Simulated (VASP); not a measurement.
# Al4Co3Ni (Im-3m) in VASP: further runs, part 2 of 2

VASP 6.6.1. The steps go on from the part before.

### Step 4. Single point, PBE, collinear spin, ferromagnetic start (12.12 Å³/atom)

This run uses another cell than the first one, of 12.12 Å³/atom.

Contents of INCAR:

```
ALGO = Normal ; EDIFF = 1E-6
ENCUT = 520 ; GGA = PE
ISIF = 2 ; ISMEAR = 0
ISPIN = 2 ; LASPH = T
LCHARG = T ; LELF = T
LMAXMIX = 4 ; LORBIT = 11
LREAL = F ; LVHAR = T
LWAVE = F ; MAGMOM = 0 0 0 0 0.12 0.35 0.35 0.35
NBANDS = 38 ; NELM = 150
PREC = Accurate ; SIGMA = 0.1
```

Contents of KPOINTS:

```
k-points
0
Gamma
  10 10 10
```

Contents of POSCAR:

```
Al4Co3Ni
1.0
   -2.8938142551      2.8938142551      2.8938142551
    2.8938142551     -2.8938142551      2.8938142551
    2.8938142551      2.8938142551     -2.8938142551
Al Ni Co
4 1 3
Direct
    0.0000000000      0.5000000000      0.0000000000
    0.5000000000      0.0000000000      0.0000000000
    0.5000000000      0.5000000000      0.5000000000
    0.0000000000      0.0000000000      0.5000000000
    0.0000000000      0.0000000000      0.0000000000
    0.5000000000      0.0000000000      0.5000000000
    0.0000000000      0.5000000000      0.5000000000
    0.5000000000      0.5000000000      0.0000000000
```

Potentials or basis: VASP PAW PBE potentials, release 64 (Al, Ni, Co).

Started as:

```
> cat potpaw_PBE.64/Al/POTCAR potpaw_PBE.64/Ni/POTCAR potpaw_PBE.64/Co/POTCAR > POTCAR
> mpirun -np 1 vasp_std > vasp.out
```

OUTCAR:

```text
EDIFF = 1E-6
   ENCUT = 520
   GGA = PE
   ISIF = 2
   ISMEAR = 0
   ISPIN = 2
   LASPH = T
   LORBIT = 11
   LREAL = F
   NELM = 150
   PREC = Accurate

 ion  position               nearest neighbor table
   1  0.000  0.500  0.000-   5 2.51   6 2.51   7 2.51   8 2.51   7 2.51   5 2.51   8 2.51   6 2.51
                             4 2.89   4 2.89   2 2.89   3 2.89   2 2.89   3 2.89
   2  0.500  0.000  0.000-   5 2.51   6 2.51   7 2.51   8 2.51   6 2.51   8 2.51   5 2.51   7 2.51
                             4 2.89   3 2.89   1 2.89   4 2.89   1 2.89   3 2.89
   3  0.500  0.500  0.500-   5 2.51   6 2.51   7 2.51   8 2.51   8 2.51   6 2.51   7 2.51   5 2.51
                             4 2.89   2 2.89   1 2.89   1 2.89   4 2.89   2 2.89
   4  0.000  0.000  0.500-   5 2.51   6 2.51   7 2.51   8 2.51   5 2.51   7 2.51   6 2.51   8 2.51
                             3 2.89   1 2.89   1 2.89   2 2.89   3 2.89   2 2.89
   5  0.000  0.000  0.000-   1 2.51   2 2.51   3 2.51   4 2.51   4 2.51   1 2.51   2 2.51   3 2.51
                             7 2.89   7 2.89   8 2.89   6 2.89   8 2.89   6 2.89
   6  0.500  0.000  0.500-   1 2.51   2 2.51   3 2.51   4 2.51   2 2.51   3 2.51   4 2.51   1 2.51
                             7 2.89   8 2.89   8 2.89   5 2.89   7 2.89   5 2.89
   7  0.000  0.500  0.500-   1 2.51   2 2.51   3 2.51   4 2.51   1 2.51   4 2.51   3 2.51   2 2.51
                             6 2.89   5 2.89   8 2.89   8 2.89   6 2.89   5 2.89
   8  0.500  0.500  0.000-   1 2.51   2 2.51   3 2.51   4 2.51   3 2.51   2 2.51   1 2.51   4 2.51
                             6 2.89   6 2.89   7 2.89   7 2.89   5 2.89   5 2.89

[... 2116 lines left out ...]
     2.893814255  2.893814255 -2.893814255     0.172782341  0.172782341  0.000000000

 POSITION                                       TOTAL-FORCE (eV/Angst)
 -----------------------------------------------------------------------------------
      1.44691     -1.44691      1.44691         0.000000     -0.000000     -0.000000
     -1.44691      1.44691      1.44691         0.000000      0.000000     -0.000000
      1.44691      1.44691      1.44691         0.000000     -0.000000     -0.000000
      1.44691      1.44691     -1.44691        -0.000000     -0.000000     -0.000000
      0.00000      0.00000      0.00000         0.000000     -0.000000     -0.000000
      0.00000      2.89381      0.00000         0.000000      0.000000     -0.000000
      2.89381      0.00000      0.00000        -0.000000     -0.000000      0.000000
      0.00000      0.00000      2.89381         0.000000     -0.000000      0.000000
 -----------------------------------------------------------------------------------
    total drift:                               -0.000000     -0.000000      0.000000

  FREE ENERGIE OF THE ION-ELECTRON SYSTEM (eV)
  ---------------------------------------------------
  free  energy   TOTEN  =       -46.3684872512 eV

  energy  without entropy=      -46.3447571461  energy(sigma->0) =      -46.35662220

 total charge

# of ion       s       p       d       tot
------------------------------------------
    1        0.388   0.409   0.000   0.797
    2        0.388   0.409   0.000   0.797
    3        0.388   0.409   0.000   0.797
    4        0.388   0.409   0.000   0.797
    5        0.468   0.507   8.450   9.425
    6        0.421   0.466   7.483   8.370
    7        0.421   0.466   7.483   8.370
    8        0.421   0.466   7.483   8.370
--------------------------------------------------
tot          3.283   3.543  30.898  37.723

 magnetization (x)

# of ion       s       p       d       tot
------------------------------------------
    1       -0.002  -0.002   0.000  -0.004
    2       -0.002  -0.002   0.000  -0.004
    3       -0.002  -0.002   0.000  -0.004
    4       -0.002  -0.002   0.000  -0.004
    5        0.003  -0.006   0.114   0.111
    6        0.005  -0.004   0.353   0.354
    7        0.005  -0.004   0.353   0.354
    8        0.005  -0.004   0.353   0.354
--------------------------------------------------
tot          0.011  -0.027   1.173   1.157
```

It took 5.5 min on 1 thread of Intel Xeon Platinum 8488C (Sapphire Rapids), shared host; peak memory 0.46 GiB.

Results:

| Item | Value |
| --- | --- |
| Free energy | -46.3685 eV |
| Pressure | -4.7 GPa |
| Net moment | 1.06 μB per cell |
| Site moments | Al -0.00; Ni +0.11; Co +0.35 μB |
| Valence electrons inside the program's atomic spheres | Al 0.80; Ni 9.43; Co 8.37 |

Caveat: the cell stands under tension.

### Step 5. Single point, PBE, collinear spin, ferromagnetic start

This run uses another cell than the first one, of 11.76 Å³/atom.

Contents of INCAR:

```
  PREC = Accurate
  ENCUT = 520
  EDIFF = 1E-6
  ISMEAR = 0
  SIGMA = 0.1
  LREAL = False
  LASPH = True
  NELM = 150
  ALGO = Normal
  ISIF = 2
  LWAVE = False
  LCHARG = False
  ISPIN = 2
  MAGMOM = 0 0 0 0 0 0.39 0.39 0.39
  LORBIT = 11
  LMAXMIX = 4
  GGA = PE
  NBANDS = 38
```

Contents of KPOINTS:

```
Automatic mesh
0
Gamma
  10 10 10
```

POSCAR, as its differences from that of step 4:

```diff
@@ -2,5 +2,5 @@
 1.0
-   -2.8938142551      2.8938142551      2.8938142551
-    2.8938142551     -2.8938142551      2.8938142551
-    2.8938142551      2.8938142551     -2.8938142551
+   -2.8654417000      2.8654417000      2.8654417000
+    2.8654417000     -2.8654417000      2.8654417000
+    2.8654417000      2.8654417000     -2.8654417000
 Al Ni Co
```

Started as:

```
> cat potpaw_PBE.64/Al/POTCAR potpaw_PBE.64/Ni/POTCAR potpaw_PBE.64/Co/POTCAR > POTCAR
> mpirun -np 1 vasp_std > vasp.out
```

Wall time 6.7 min (1 thread of Intel Xeon Platinum 8259CL at 2.50GHz (Skylake/Cascade Lake), shared host); peak memory 0.46 GiB.

Results (log left out):

| Property | Result |
| --- | --- |
| Free energy | -46.4118 eV |
| Pressure | -0.1 GPa |
| Net moment | 0.95 μB per cell |
| Site moments | Al -0.00; Ni +0.10; Co +0.32 μB |
| Valence electrons inside the program's atomic spheres | Al 0.81; Ni 9.48; Co 8.42 |

Levels at points of the mesh, in eV from the Fermi level:
Spin up:
| k point | band 21 | band 22 | band 23 | band 24 | band 25 | band 26 | band 27 | band 28 | band 29 | band 30 |
| --- | --- | --- | --- | --- | --- | --- | --- | --- | --- | --- |
| (0.00, 0.00, 0.00) | -1.49 | -0.98 | -0.98 | -0.98 | -0.70 | -0.70 | -0.49 | 2.00 | 2.14 | 2.14 |
| (0.50, 0.00, 0.00) | -1.29 | -1.18 | -0.79 | -0.72 | -0.26 | 0.05 | 1.35 | 1.51 | 3.03 | 3.28 |
| (0.50, 0.50, 0.50) | -0.90 | -0.67 | -0.67 | -0.21 | -0.21 | 0.00 | 2.31 | 2.31 | 2.31 | 3.97 |
Spin down:
| k point | band 20 | band 21 | band 22 | band 23 | band 24 | band 25 | band 26 | band 27 | band 28 | band 29 |
| --- | --- | --- | --- | --- | --- | --- | --- | --- | --- | --- |
| (0.00, 0.00, 0.00) | -1.31 | -1.31 | -0.80 | -0.80 | -0.80 | -0.32 | -0.32 | 0.14 | 2.23 | 2.37 |
| (0.50, 0.00, 0.00) | -1.35 | -1.12 | -0.99 | -0.66 | -0.59 | 0.05 | 0.54 | 1.54 | 1.75 | 3.11 |
| (0.50, 0.50, 0.50) | -0.72 | -0.72 | -0.31 | -0.31 | 0.36 | 0.36 | 0.42 | 2.31 | 2.31 | 2.31 |

### Step 6. Overview

```csv
cell,gap on the mesh (eV),pressure (GPa),moment (μB)
"a = 4.862 Å, angles 109.5°, 8 atoms",none,11.9,0.72
"a = 4.913 Å, angles 109.5°, 8 atoms",none,5.4,0.84
"a = 5.012 Å, angles 109.5°, 8 atoms",none,-4.7,1.06
"a = 4.963 Å, angles 109.5°, 8 atoms",none,-0.1,0.95
```

Alike in all rows: task single point; level PBE; potentials or basis VASP PAW PBE potentials, release 64 (Al, Ni, Co); spin collinear, ferromagnetic start; k mesh 10 × 10 × 10; cutoff (eV) 520; smearing gaussian 0.1 eV.

Caveats: the cell stands under pressure (at least some runs); the cell stands under tension (at least some runs).

Total energies depend on the potentials used, so only differences within one code and one set of settings carry meaning.
